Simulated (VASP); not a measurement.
# Nb16Pd in VASP: single point with LDA

Aim: the single point of Nb16Pd with LDA.

All numbers are computed with VASP 6.6.1; they aren't measurements. Logs are shortened: lines on timing, memory, paths and dates and some standing lists are left out, and cuts for length are marked.

## (1) The cell of the first run

The cell holds a slab with vacuum, 17 atoms: a = 6.600 Å, b = 6.600 Å, c = 16.950 Å, α = 90.00°, β = 90.00°, γ = 90.00°.

## (2) Single point, LDA

INCAR

```
PREC = Accurate
ENCUT = 520
EDIFF = 1E-6
ISMEAR = 0
SIGMA = 0.05
LREAL = Auto
LASPH = T
NELM = 100
ALGO = Normal
ISIF = 2
LWAVE = F
LCHARG = F
GGA = CA
NBANDS = 123
```

KPOINTS

```
Automatic mesh
0
Gamma
  3 3 1
```

POSCAR

```
Nb16Pd
1.0
    6.6000000000      0.0000000000      0.0000000000
    0.0000000000      6.6000000000      0.0000000000
    0.0000000000      0.0000000000     16.9500000000
Nb Pd
16 1
Direct
    0.2500000000      0.2500000000      0.0589971091
    0.7500000000      0.2500000000      0.0589971091
    0.2500000000      0.7500000000      0.0589971091
    0.7500000000      0.7500000000      0.0589971091
   -0.0001389394      0.0027850000      0.1419698525
    0.5001680303      0.0027684848      0.1419652507
   -0.0044553030      0.5035118182      0.1404011209
    0.5044860606      0.5035107576      0.1403981711
    0.2500453030      0.2695851515      0.2344176401
    0.7500283333      0.2547406061      0.2390744543
    0.2500127273      0.7438080303      0.2376855457
    0.7500327273      0.7580300000      0.2398110324
    0.0458122727      0.0204628788      0.3228218879
    0.4543039394      0.0203665152      0.3228071976
   -0.0187313636      0.5119272727      0.3264951032
    0.5188501515      0.5118737879      0.3264909735
    0.7500727273      0.9157922727      0.4020499705
```

Potentials or basis: VASP PAW LDA potentials, release 64 (Nb_sv, Pd).

On the command line:

```bash
$ cat potpaw_LDA.64/Nb_sv/POTCAR potpaw_LDA.64/Pd/POTCAR > POTCAR
$ mpirun -np 1 vasp_std > vasp.out
```

OUTCAR:

```text
PREC = Accurate
   ENCUT = 520
   EDIFF = 1E-6
   ISMEAR = 0
   LREAL = Auto
   LASPH = T
   NELM = 100
   ISIF = 2
   GGA = CA

 ion  position               nearest neighbor table
   1  0.250  0.250  0.059-   5 2.71   6 2.71   7 2.74   8 2.74   9 2.98
   2  0.750  0.250  0.059-   8 2.71   7 2.71   6 2.71   5 2.71
   3  0.250  0.750  0.059-   7 2.71   8 2.72   5 2.74   6 2.74  11 3.03
   4  0.750  0.750  0.059-   8 2.68   7 2.68   6 2.73   5 2.74
   5  1.000  0.003  0.142-   2 2.71   1 2.71   4 2.74   3 2.74  12 2.84  10 2.86  11 2.88   9 2.88

   6  0.500  0.003  0.142-   2 2.71   1 2.71   4 2.73   3 2.74  12 2.84  10 2.86  11 2.88   9 2.88

   7  0.996  0.504  0.140-   4 2.68   2 2.71   3 2.71   1 2.74   9 2.78  11 2.84  10 2.85  12 2.88

   8  0.504  0.504  0.140-   4 2.68   2 2.71   3 2.72   1 2.74   9 2.78  11 2.84  10 2.85  12 2.88

   9  0.250  0.270  0.234-  13 2.60  14 2.60   8 2.78   7 2.78  16 2.85  15 2.85   6 2.88   5 2.88
                             1 2.98
  10  0.750  0.255  0.239-  16 2.72  15 2.72   7 2.85   8 2.85   5 2.86   6 2.86  14 2.87  13 2.87

  11  0.250  0.744  0.238-  14 2.69  13 2.69  15 2.78  16 2.79   7 2.84   8 2.84   6 2.88   5 2.88
                             3 3.03
  12  0.750  0.758  0.240-  16 2.67  15 2.67   5 2.84   6 2.84   7 2.88   8 2.88  17 2.94  14 2.96
                            13 2.96
  13  0.046  0.020  0.323-  17 2.47   9 2.60  11 2.69  14 2.70  10 2.87  12 2.96
  14  0.454  0.020  0.323-  17 2.47   9 2.60  11 2.69  13 2.70  10 2.87  12 2.96
  15  0.981  0.512  0.326-  12 2.67  10 2.72  11 2.78   9 2.85
  16  0.519  0.512  0.326-  12 2.67  10 2.72  11 2.79   9 2.85
  17  0.750  0.916  0.402-  13 2.47  14 2.47  12 2.94

  LATTYP: Found a simple tetragonal cell.
 ALAT       =     6.6000000000
 C/A-ratio  =     2.5681818182

  Lattice vectors:

 A1 = (   6.6000000000,   0.0000000000,   0.0000000000)
 A2 = (   0.0000000000,   6.6000000000,   0.0000000000)
 A3 = (   0.0000000000,   0.0000000000,  16.9500000000)

Analysis of symmetry for initial positions (statically):
=====================================================================
 Subroutine PRICEL returns:
 Original cell was already a primitive cell.

 Routine SETGRP: Setting up the symmetry group for a
 simple tetragonal supercell.

 Subroutine GETGRP returns: Found  1 space group operations
 (whereof  1 operations were pure point group operations)
 out of a pool of 16 trial point group operations.

The static configuration has the point symmetry C_1 .

Analysis of symmetry for dynamics (positions and initial velocities):
=====================================================================
 Subroutine PRICEL returns:
 Original cell was already a primitive cell.

 Routine SETGRP: Setting up the symmetry group for a
 simple tetragonal supercell.

 Subroutine GETGRP returns: Found  1 space group operations
 (whereof  1 operations were pure point group operations)
 out of a pool of 16 trial point group operations.

The dynamic configuration has the point symmetry C_1 .

 Subroutine INISYM returns: Found  1 space group operations
 (whereof  1 operations are pure point group operations),
 and found     1 'primitive' translations

----------------------------------------------------------------------------------------

                                     Primitive cell

  volume of cell :     738.3420

  direct lattice vectors                    reciprocal lattice vectors
     6.600000000  0.000000000  0.000000000     0.151515152  0.000000000  0.000000000
     0.000000000  6.600000000  0.000000000     0.000000000  0.151515152  0.000000000
     0.000000000  0.000000000 16.950000000     0.000000000  0.000000000  0.058997050

  length of vectors
     6.600000000  6.600000000 16.950000000     0.151515152  0.151515152  0.058997050

  position of ions in fractional coordinates (direct lattice)
     0.250000000  0.250000000  0.058997109
     0.750000000  0.250000000  0.058997109
     0.250000000  0.750000000  0.058997109
     0.750000000  0.750000000  0.058997109
     0.999861061  0.002785000  0.141969852
     0.500168030  0.002768485  0.141965251
[... 9 lines left out ...]
     0.518850151  0.511873788  0.326490974
     0.750072727  0.915792273  0.402049971

  ion indices of the primitive-cell ions
   primitive index   ion index
                 1           1
                 2           2
                 3           3
                 4           4
                 5           5
                 6           6
[... 9 lines left out ...]
                16          16
                17          17

----------------------------------------------------------------------------------------

 KPOINTS: Automatic mesh

Automatic generation of k-mesh.
 Grid dimensions read from file:
 generate k-points for:    3    3    1

 Generating k-lattice:

  Cartesian coordinates                     Fractional coordinates (reciprocal lattice)
     0.050505051  0.000000000  0.000000000     0.333333333  0.000000000  0.000000000
     0.000000000  0.050505051  0.000000000     0.000000000  0.333333333  0.000000000
     0.000000000  0.000000000  0.058997050     0.000000000  0.000000000  1.000000000

  Length of vectors
     0.050505051  0.050505051  0.058997050

  Shift w.r.t. Gamma in fractional coordinates (k-lattice)
     0.000000000  0.000000000  0.000000000

 Subroutine IBZKPT returns following result:
 ===========================================

 Found      5 irreducible k-points:

 Following reciprocal coordinates:
            Coordinates               Weight
  0.000000  0.000000  0.000000      1.000000
  0.333333  0.000000  0.000000      2.000000
  0.000000  0.333333  0.000000      2.000000
  0.333333  0.333333  0.000000      2.000000
 -0.333333  0.333333  0.000000      2.000000
   k-points           NKPTS =      5   k-points in BZ     NKDIM =      5   number of bands    NBANDS=    123
   number of dos      NEDOS =    301   number of ions     NIONS =     17
   total plane-waves  NPLWV = 315000
   dimension x,y,z NGX =    50 NGY =   50 NGZ =  126
   dimension x,y,z NGXF=   100 NGYF=  100 NGZF=  252
   ions per type =              16   1
   NGX,Y,Z   is equivalent  to a cutoff of  12.59, 12.59, 12.36 a.u.
   NGXF,Y,Z  is equivalent  to a cutoff of  25.19, 25.19, 24.72 a.u.
 SYSTEM =  unknown system
   PREC   = accura    normal or accurate (medium, high low for compatibility)
   ISTART =      0    job   : 0-new  1-cont  2-samecut
   ICHARG =      2    charge: 1-file 2-atom 10-const
   ISPIN  =      1    spin polarized calculation?
   LNONCOLLINEAR =      F non collinear calculations
   LSORBIT =      F    spin-orbit coupling
   LASPH  =      T    aspherical Exc in radial PAW
   ENCUT  =  520.0 eV  38.22 Ry    6.18 a.u.  12.27 12.27 31.52*2*pi/ulx,y,z
   NELM   =    100;   NELMIN=  2; NELMDL= -5     # of ELM steps
   EDIFF  = 0.1E-05   stopping-criterion for ELM
   LREAL  =      T    real-space projection
   EDIFFG = 0.1E-04   stopping-criterion for IOM
   NSW    =      0    number of steps for IOM
   IBRION =     -1    ionic relax: 0-MD 1-quasi-New 2-CG
   NFREE  =      0    steps in history (QN), initial steepest desc. (CG)
   ISIF   =      2    stress and relaxation
   ISYM   =      2    0-nonsym 1-usesym 2-fastsym
   POTIM  = 0.5000    time-step for ionic-motion
   TEBEG  =    0.0;   TEEND  =   0.0 temperature during run
   PSTRESS=    0.0 pullay stress
   NELECT =     218.0000    total number of electrons
   NUPDOWN=      -1.0000    fix difference up-down
   EMIN   =  10.00;   EMAX   =-10.00  energy-range for DOS
   EFERMI =   0.00;   METHOD = LEGACY
   ISMEAR =     0;   SIGMA  =   0.05  broadening in eV -4-tet -1-fermi 0-gaus
   EFERMI_NEDOS =   21; number of points for ismear=-14 and -15
   IALGO  =     38    algorithm
   IMIX   =      4    mixing-type and parameters
     AMIX     =   0.40;   BMIX     =  1.00
     AMIX_MAG =   1.60;   BMIX_MAG =  1.00
  volume/ion in A,a.u.               =      43.43       293.09
  Fermi-wavevector in a.u.,A,eV,Ry     =   1.090120  2.060029 16.168654  1.188363
  Thomas-Fermi vector in A             =   2.226338
   LORBIT       =      0    0 simple, 1 ext, 2 COOP (PROOUT), +10 PAW based schemes
   GGA     = CA    functional components
   LHFCALC =     F    Hartree Fock is set to
   AEXX    =    0.0000 exact exchange contribution
   IVDW    =     0    specifies the selected vdW correction
   LEPSILON=     F    determine dielectric tensor
   LRPA    =     F    only Hartree local field effects (RPA)
 non-spin polarized calculation
 Gauss-broadening in eV      SIGMA  =   0.05
  energy-cutoff  :      520.00
  volume of cell :      738.34
 maximum number of plane-waves:     19887
 NGX is ok and might be reduce to    50
   NGX = 25   NGY = 25   NGZ = 63

 number of electron     218.0000010 magnetization

 Free energy of the ion-electron system (eV)
  ---------------------------------------------------
  ext. energy  EPLUGINS =         0.00000000
  ---------------------------------------------------
  free energy    TOTEN  =      -170.66396304 eV

  energy without entropy =     -170.63066644  energy(sigma->0) =     -170.64731474

 E-fermi :   2.3535     XC(G=0):  -6.4520

 val. band max:        2.3179386195   @ k =   0.0000   0.3333   0.0000
 cond. band min:       2.3575202532   @ k =   0.3333   0.3333   0.0000
 fundamental gap:      0.0395816338
 Fermi energy:         2.3535125052

 k-point     1 :       0.0000    0.0000    0.0000
  band No.  band energies     occupation
      1     -52.2780      2.00000
      2     -52.2394      2.00000
      3     -52.2096      2.00000
      4     -52.1971      2.00000
      5     -52.1812      2.00000
      6     -52.1637      2.00000
[... 113 lines left out ...]
    120       3.7363      0.00000
    121       3.7545      0.00000

 k-point     2 :       0.3333    0.0000    0.0000
  band No.  band energies     occupation
      1     -52.2602      2.00000
      2     -52.2327      2.00000
      3     -52.2201      2.00000
      4     -52.2003      2.00000
      5     -52.1898      2.00000
      6     -52.1672      2.00000
[... 369 lines left out ...]
      4     -52.2083      2.00000
      5     -52.1886      2.00000
      6     -52.1749      2.00000
[... 113 lines left out ...]
    120       2.9314      0.00000
    121       3.1079      0.00000
 [bands above 121 left out]

------------------------ aborting loop because EDIFF is reached ----------------------------------------

  FORCE on cell =-STRESS in cart. coord.  units (eV):
  Direction    XX          YY          ZZ          XY          YZ          ZX
  --------------------------------------------------------------------------------------
  -------------------------------------------------------------------------------------
  Total       -7.6897578    -13.6944717     -0.3594114      0.0020816     -2.4371321     -0.0040339
  in kB      -16.6865161    -29.7165434     -0.7799106      0.0045171     -5.2884948     -0.0087534
  external PRESSURE =     -15.7276567 kB  Pullay stress =       0.0000000 kB

 VOLUME and BASIS-vectors are now :
 -----------------------------------------------------------------------------
  energy-cutoff  :      520.00
  volume of cell :      738.34
      direct lattice vectors                 reciprocal lattice vectors
     6.600000000  0.000000000  0.000000000     0.151515152  0.000000000  0.000000000
     0.000000000  6.600000000  0.000000000     0.000000000  0.151515152  0.000000000
     0.000000000  0.000000000 16.950000000     0.000000000  0.000000000  0.058997050

 POSITION                                       TOTAL-FORCE (eV/Angst)
 -----------------------------------------------------------------------------------
      1.65000      1.65000      1.00000         0.000209      0.057709     -0.164067
      4.95000      1.65000      1.00000         0.000475     -0.150564      0.157048
      1.65000      4.95000      1.00000        -0.000315      0.012973     -0.051109
      4.95000      4.95000      1.00000         0.000690      0.007127      0.078473
      6.59908      0.01838      2.40639        -0.003250      0.031975      0.016532
      3.30111      0.01827      2.40631         0.003282      0.032253      0.016326
[... 9 lines left out ...]
      3.42441      3.37837      5.53402        -0.004363      0.155626      0.005136
      4.95048      6.04423      6.81475        -0.001314     -1.342306      0.066662
 -----------------------------------------------------------------------------------
    total drift:                               -0.000911      0.000176     -0.008069

  FREE ENERGIE OF THE ION-ELECTRON SYSTEM (eV)
  ---------------------------------------------------
  free  energy   TOTEN  =      -170.6639630378 eV

  energy  without entropy=     -170.6306664357  energy(sigma->0) =     -170.64731474
```

It took 39 min on 1 thread of Intel Xeon 8259CL, shared host; peak memory 0.68 GiB.

Results:

| Quantity | Value |
| --- | --- |
| Free energy | -170.6640 eV |
| Largest force | 1.344 eV/Å |
| Band gap on the k mesh | zero (bands 109 and 110 overlap by 0.24 eV) |

Forces in eV/Å, atoms in the order of the input:
```
Nb   0.000  0.058 -0.164
Nb   0.000 -0.151  0.157
Nb   0.000  0.013 -0.051
Nb   0.001  0.007  0.078
Nb  -0.003  0.032  0.017
Nb   0.003  0.032  0.016
Nb   0.000  0.048  0.019
Nb   0.000  0.047  0.019
Nb   0.000  0.086 -0.091
Nb   0.001  0.084 -0.018
Nb   0.000  0.076  0.041
Nb   0.000  0.096 -0.027
Nb   0.004  0.302 -0.037
Nb  -0.005  0.302 -0.036
Nb   0.004  0.155  0.005
Nb  -0.004  0.156  0.005
Pd  -0.001 -1.342  0.067
```

Caveat: there is no dipole correction, which matters where the two faces differ.

The gap in the log of VASP goes by the Fermi energy; the results here count the filled bands.